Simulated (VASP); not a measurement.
# Ge (P6_3/mmc) in VASP: a series of runs, part 2 of 3

VASP 6.6.1. Earlier steps stand in the parts before.

## Step 3: Single point, PBEsol

This run uses another cell than the first one, of 17.79 Å³/atom, 0.779 times its volume.

Contents of INCAR:

```
PREC = Accurate ; ENCUT = 520
EDIFF = 1E-6 ; ISMEAR = -1
SIGMA = 0.05 ; LREAL = F
LASPH = T ; NELM = 60
ALGO = Normal ; ISIF = 2
LWAVE = F ; LCHARG = F
GGA = PS ; NBANDS = 36
```

Contents of KPOINTS:

```
regular mesh
0
Gamma
  8 8 4
```

Contents of POSCAR:

```
Ge
1.0
    3.6712163543      0.0000000000      0.0000000000
   -1.8356081772      3.1793666256      0.0000000000
    0.0000000000      0.0000000000      6.0963598145
Ge
4
Direct
    0.3333333333      0.6666666667      0.9358562596
    0.6666666667      0.3333333333      0.4358562596
    0.3333333333      0.6666666667      0.5641437404
    0.6666666667      0.3333333333      0.0641437404
```

Potentials or basis: VASP PAW PBE potentials, release 64 (Ge_d).

Run with:

```bash
$ cat potpaw_PBE.64/Ge_d/POTCAR > POTCAR
$ mpirun -np 1 vasp_std > vasp.out
```

OUTCAR:

```text
PREC = Accurate
   ENCUT = 520
   EDIFF = 1E-6
   ISMEAR = -1
   LREAL = F
   LASPH = T
   NELM = 60
   ISIF = 2
   GGA = PS

 ion  position               nearest neighbor table
   1  0.333  0.667  0.936-   4 2.26   4 2.26   4 2.26   3 2.27
   2  0.667  0.333  0.436-   3 2.26   3 2.26   3 2.26   4 2.27
   3  0.333  0.667  0.564-   2 2.26   2 2.26   2 2.26   1 2.27
   4  0.667  0.333  0.064-   1 2.26   1 2.26   1 2.26   2 2.27

  LATTYP: Found a hexagonal cell.
 ALAT       =     3.6712163543
 C/A-ratio  =     1.6605830946

  Lattice vectors:

 A1 = (   3.6712163543,   0.0000000000,   0.0000000000)
 A2 = (  -1.8356081772,   3.1793666256,   0.0000000000)
 A3 = (   0.0000000000,   0.0000000000,   6.0963598145)

Analysis of symmetry for initial positions (statically):
=====================================================================
 Subroutine PRICEL returns:
 Original cell was already a primitive cell.

 Routine SETGRP: Setting up the symmetry group for a
[... 165 lines left out ...]

 Free energy of the ion-electron system (eV)
  ---------------------------------------------------
  ext. energy  EPLUGINS =         0.00000000
  ---------------------------------------------------
  free energy    TOTEN  =       -18.19175477 eV

  energy without entropy =      -18.18978303  energy(sigma->0) =      -18.19076890

 E-fermi :   7.7396     XC(G=0): -11.3265

 val. band max:        7.3820090399   @ k =   0.1250   0.0000   0.0000
 cond. band min:       7.7497199724   @ k =   0.5000   0.0000   0.0000
 fundamental gap:      0.3677109325
 Fermi energy:         7.7396156693

 k-point     1 :       0.0000    0.0000    0.0000
  band No.  band energies     occupation
      1     -17.8366      2.00000
      2     -17.8366      2.00000
      3     -17.7618      2.00000
      4     -17.7589      2.00000
      5     -17.7589      2.00000
      6     -17.7543      2.00000
[... 925 lines left out ...]
     35      16.2115      0.00000
     36      16.2115      0.00000

 [... further k-points ...]
[... 5 lines left out ...]
  --------------------------------------------------------------------------------------
  -------------------------------------------------------------------------------------
  Total       13.2461023     13.2461023     13.2434801     -0.0000000      0.0000000      0.0000000
  in kB      298.2479767    298.2479767    298.1889344     -0.0000000      0.0000000      0.0000000
  external PRESSURE =     298.2282959 kB  Pullay stress =       0.0000000 kB

 VOLUME and BASIS-vectors are now :
 -----------------------------------------------------------------------------
  energy-cutoff  :      520.00
  volume of cell :       71.16
      direct lattice vectors                 reciprocal lattice vectors
     3.671216354  0.000000000  0.000000000     0.272389286  0.157264027  0.000000000
    -1.835608177  3.179366626  0.000000000     0.000000000  0.314528055  0.000000000
     0.000000000  0.000000000  6.096359815     0.000000000  0.000000000  0.164032313

 POSITION                                       TOTAL-FORCE (eV/Angst)
 -----------------------------------------------------------------------------------
     -0.00000      2.11958      5.70532         0.000000      0.000000      0.002432
      1.83561      1.05979      2.65714        -0.000000     -0.000000      0.002432
     -0.00000      2.11958      3.43922        -0.000000      0.000000     -0.002432
      1.83561      1.05979      0.39104        -0.000000     -0.000000     -0.002432
 -----------------------------------------------------------------------------------
    total drift:                               -0.000000      0.000000      0.000000

  FREE ENERGIE OF THE ION-ELECTRON SYSTEM (eV)
  ---------------------------------------------------
  free  energy   TOTEN  =       -18.1917547743 eV

  energy  without entropy=      -18.1897830258  energy(sigma->0) =      -18.19076890
```

stdout:

```text
POSCAR found type information on POSCAR Ge
 POSCAR found :  1 types and       4 ions
 scaLAPACK will be used
 -----------------------------------------------------------------------------
|                                                                             |
|                                                                             |
|     You enforced a specific xc type in the INCAR file but a different       |
|     I HOPE YOU KNOW WHAT YOU ARE DOING!                                     |
|                                                                             |
 -----------------------------------------------------------------------------

 LDA part: xc-table for (Slater+PW92), standard interpolation
 POSCAR, INCAR and KPOINTS ok, starting setup
 FFT: planning ... GRIDC
 FFT: planning ... GRID_SOFT
 FFT: planning ... GRID
 WAVECAR not read
 entering main loop
```

Wall time 53 s (1 thread of Intel Xeon 6975P-C, shared host); peak memory 0.21 GiB.

What came out:

```yaml
Free_energy: -18.1918 eV
Pressure: 29.8 GPa
Band_gap_on_the_k_mesh: zero (band 28 reaches 7.86 eV, above the bottom of band 29 at 7.75 eV)
```

Forces on the atoms (eV/Å):
```
Ge   0.000  0.000  0.002
Ge   0.000  0.000  0.002
Ge   0.000  0.000 -0.002
Ge   0.000  0.000 -0.002
```

Caveat: the PAW data sets were made with another functional, which shifts forces and pressure a little.

## Step 4: Single point, PBEsol

This run uses another cell than the first one, of 18.87 Å³/atom, 0.826 times its volume.

Contents of INCAR:

```
ALGO     = Normal         # electronic algorithm
EDIFF    = 1E-7           # SCF threshold, eV
ENCUT    = 520            # plane-wave cutoff, eV
GGA      = PS             # functional
ISIF     = 2              # what is computed and relaxed
ISMEAR   = -1             # smearing method
LASPH    = True           # aspherical terms in the spheres
LCHARG   = False          # write CHGCAR
LREAL    = False          # projectors in reciprocal space
LWAVE    = False          # write WAVECAR
NBANDS   = 36             # bands
NELM     = 100            # most SCF steps
PREC     = Accurate       # precision mode
SIGMA    = 0.05           # smearing width, eV
```

Contents of KPOINTS:

```
k-points
0
Gamma
  8 8 4
```

Contents of POSCAR:

```
Ge
1.0
    3.7472146104      0.0000000000      0.0000000000
   -1.8736073052      3.2451830461      0.0000000000
    0.0000000000      0.0000000000      6.2072101222
Ge
4
Direct
    0.3333333333      0.6666666667      0.9362899801
    0.6666666667      0.3333333333      0.4362899801
    0.3333333333      0.6666666667      0.5637100199
    0.6666666667      0.3333333333      0.0637100199
```

Potentials or basis: VASP PAW PBE potentials, release 64 (Ge_d).

Run with:

```bash
$ cat potpaw_PBE.64/Ge_d/POTCAR > POTCAR
$ mpirun -np 1 vasp_std > vasp.out
```

OUTCAR:

```text
EDIFF = 1E-7
   ENCUT = 520
   GGA = PS
   ISIF = 2
   ISMEAR = -1
   LASPH = True
   LREAL = False
   NELM = 100
   PREC = Accurate

 ion  position               nearest neighbor table
   1  0.333  0.667  0.936-   4 2.30   4 2.30   4 2.30   3 2.31
   2  0.667  0.333  0.436-   3 2.30   3 2.30   3 2.30   4 2.31
   3  0.333  0.667  0.564-   2 2.30   2 2.30   2 2.30   1 2.31
   4  0.667  0.333  0.064-   1 2.30   1 2.30   1 2.30   2 2.31

  LATTYP: Found a hexagonal cell.
 ALAT       =     3.7472146104
 C/A-ratio  =     1.6564864219

  Lattice vectors:

 A1 = (   3.7472146104,   0.0000000000,   0.0000000000)
 A2 = (  -1.8736073052,   3.2451830461,   0.0000000000)
 A3 = (   0.0000000000,   0.0000000000,   6.2072101222)

Analysis of symmetry for initial positions (statically):
=====================================================================
 Subroutine PRICEL returns:
 Original cell was already a primitive cell.

 Routine SETGRP: Setting up the symmetry group for a
 hexagonal supercell.
[... 164 lines left out ...]

 Free energy of the ion-electron system (eV)
  ---------------------------------------------------
  ext. energy  EPLUGINS =         0.00000000
  ---------------------------------------------------
  free energy    TOTEN  =       -18.85901053 eV

  energy without entropy =      -18.85688731  energy(sigma->0) =      -18.85794892

 E-fermi :   7.0604     XC(G=0): -11.0211

 val. band max:        6.6535137939   @ k =   0.1250  -0.0000   0.0000
 cond. band min:       7.0908152791   @ k =   0.0000   0.0000   0.0000
 fundamental gap:      0.4373014852
 Fermi energy:         7.0603755273

 k-point     1 :       0.0000    0.0000    0.0000
  band No.  band energies     occupation
      1     -18.3739      2.00000
      2     -18.3739      2.00000
      3     -18.3112      2.00000
      4     -18.3080      2.00000
      5     -18.3080      2.00000
      6     -18.2999      2.00000
[... 925 lines left out ...]
     35      15.2345      0.00000
     36      15.2345      0.00000

 [... further k-points ...]
[... 5 lines left out ...]
  --------------------------------------------------------------------------------------
  -------------------------------------------------------------------------------------
  Total        9.3783863      9.3783863      9.3775099     -0.0000000      0.0000000      0.0000000
  in kB      199.0648070    199.0648071    199.0462053     -0.0000000      0.0000000      0.0000000
  external PRESSURE =     199.0586065 kB  Pullay stress =       0.0000000 kB

 VOLUME and BASIS-vectors are now :
 -----------------------------------------------------------------------------
  energy-cutoff  :      520.00
  volume of cell :       75.48
      direct lattice vectors                 reciprocal lattice vectors
     3.747214610  0.000000000  0.000000000     0.266864886  0.154074514  0.000000000
    -1.873607305  3.245183046  0.000000000     0.000000000  0.308149028  0.000000000
     0.000000000  0.000000000  6.207210122     0.000000000  0.000000000  0.161102972

 POSITION                                       TOTAL-FORCE (eV/Angst)
 -----------------------------------------------------------------------------------
     -0.00000      2.16346      5.81175         0.000000      0.000000      0.001757
      1.87361      1.08173      2.70814        -0.000000     -0.000000      0.001757
     -0.00000      2.16346      3.49907         0.000000      0.000000     -0.001757
      1.87361      1.08173      0.39546        -0.000000     -0.000000     -0.001757
 -----------------------------------------------------------------------------------
    total drift:                               -0.000000      0.000000      0.000000

  FREE ENERGIE OF THE ION-ELECTRON SYSTEM (eV)
  ---------------------------------------------------
  free  energy   TOTEN  =       -18.8590105255 eV

  energy  without entropy=      -18.8568873075  energy(sigma->0) =      -18.85794892
```

stdout:

```text
POSCAR found type information on POSCAR Ge
 POSCAR found :  1 types and       4 ions
 scaLAPACK will be used
 -----------------------------------------------------------------------------
|                                                                             |
|                                                                             |
|     You enforced a specific xc type in the INCAR file but a different       |
|     I HOPE YOU KNOW WHAT YOU ARE DOING!                                     |
|                                                                             |
 -----------------------------------------------------------------------------

 LDA part: xc-table for (Slater+PW92), standard interpolation
 POSCAR, INCAR and KPOINTS ok, starting setup
 FFT: planning ... GRIDC
 FFT: planning ... GRID_SOFT
 FFT: planning ... GRID
 WAVECAR not read
 entering main loop
```

It took 63 s on 1 thread of Intel Xeon 6975P-C, shared host; peak memory 0.21 GiB.

Results:

* Free energy: -18.8590 eV
* Pressure: 19.9 GPa

Levels at points of the mesh, in eV from the Fermi level:
```tsv
k point	band 25	band 26	band 27	band 28	band 29	band 30	band 31	band 32
(0.00, 0.00, 0.00)	-1.98	-0.45	0.03	0.03	0.29	1.54	2.02	2.02
(0.50, 0.00, 0.00)	-5.88	-3.97	-3.84	-1.94	0.05	2.01	3.22	3.51
(0.00, 0.00, 0.50)	-1.22	-1.22	-1.22	-1.22	1.17	1.17	3.31	3.31
(0.50, 0.00, 0.50)	-3.29	-3.29	-3.17	-3.17	0.37	0.37	1.67	1.67
```

Caveat: the PAW data sets were made with another functional, which shifts forces and pressure a little.

(Continued in part 3 of 3.)
